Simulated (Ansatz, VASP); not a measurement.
## One calculation of Sb, two programs

```
CELL_PARAMETERS angstrom
0.02305 2.31652 2.31652
2.31652 0.02305 2.31652
2.31652 2.31652 0.02305
ATOMIC_POSITIONS crystal
Sb 0.00000 0.00000 0.00000
```

Change from the starting cell: equal xy, yz and zx shear strains of +1 %, crystal datasets.

Alike in both runs: task electric field gradients; functional PBEsol; k mesh 12 × 12 × 12; occupations fermi-dirac, width 0.05 eV; no spin polarisation.

```csv
,VASP,Ansatz
version,VASP 6.6.1,Ansatz 0.2.0
potentials or method,"VASP PAW PBE potentials, release 64 (Sb), cutoff 520 eV","all-electron PAW with datasets made for the crystal, scalar-relativistic"
```

```csv
,VASP,Ansatz,Ansatz less VASP
pressure (GPa),5.3,5.3,-0.02
"traceless stress, the component that is largest in VASP (GPa)",-0.07,-0.05,+0.017
size of Vzz on the site where it differs most (V/Å²),3.7,4.5,+0.80
```

VASP's potentials were made for PBE, not for PBEsol. Ansatz ran all-electron here, and VASP with PAW potentials.

Spin-orbit coupling is off throughout.
